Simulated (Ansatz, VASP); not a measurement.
**Si in VASP and in Ansatz**

The input INCAR:

```
SYSTEM = Si
ALGO     = Normal         ! electronic algorithm
EDIFF    = 1E-7           ! SCF threshold, eV
ENCUT    = 520            ! plane-wave cutoff, eV
GGA      = CA             ! functional
ISIF     = 2              ! what is computed and relaxed
ISMEAR   = 0              ! smearing method
LASPH    = .True.         ! aspherical terms in the spheres
LCHARG   = .True.         ! write CHGCAR
LELF     = .True.         ! ELF
LREAL    = .False.        ! projectors in reciprocal space
LVHAR    = .True.       
LWAVE    = .False.        ! write WAVECAR
NBANDS   = 8              ! bands
NELM     = 100            ! most SCF steps
PREC     = Accurate       ! precision mode
SIGMA    = 0.15           ! smearing width, eV
```

File KPOINTS:

```
k-points
0
Gamma
  24 24 22
  0 0 0
```

POSCAR

```
Si
1.0
    2.5782686029      0.0000000000      0.0000000000
   -1.2891343015      2.2328461079      0.0000000000
    0.0000000000      0.0000000000      2.5478958992
Si
1
Direct
    0.0000000000      0.0000000000      0.0000000000
```

Input for Ansatz:

```yaml
crystal:
  lattice:
    - [2.5782686029, 0.0, 0.0]
    - [-1.2891343015, 2.2328461079, 0.0]
    - [0.0, 0.0, 2.5478958992]
  atoms:
    - { symbol: Si, position: [0.0, 0.0, 0.0] }
basis:
  ecutwfc: 420
kpoints:
  mp_grid: { grid: [24, 24, 22] }
hamiltonian:
  xc: lda
scf:
  occupations: { method: gaussian, width: 0.15 }
output:
  forces: true
  stress: true
  eigenvalues: true
```

Alike in both runs: task single point; functional LDA; k mesh 24 × 24 × 22; occupations gaussian, width 0.15 eV; no spin polarisation.

|  | VASP | Ansatz |
| --- | --- | --- |
| version | VASP 6.6.1 | Ansatz 0.2.0 |
| potentials or method | VASP PAW LDA potentials, release 64 (Si), cutoff 520 eV | scalar-relativistic, plane waves, PAW |
| valence electrons in the cell | 4 | 4 |

```csv
,VASP,Ansatz,Ansatz less VASP
gap on the k mesh at the Fermi level (eV),none,none,-
pressure (GPa),-0.8,-0.8,-0.08
"traceless stress, the component that is largest in VASP (GPa)",-8.44,-8.44,+0.004
```

LDA's correlation is that of Perdew and Zunger in VASP and of Perdew and Wang (1992) in Ansatz. A gap of «none» marks a metal or a gap that the smearing closes.
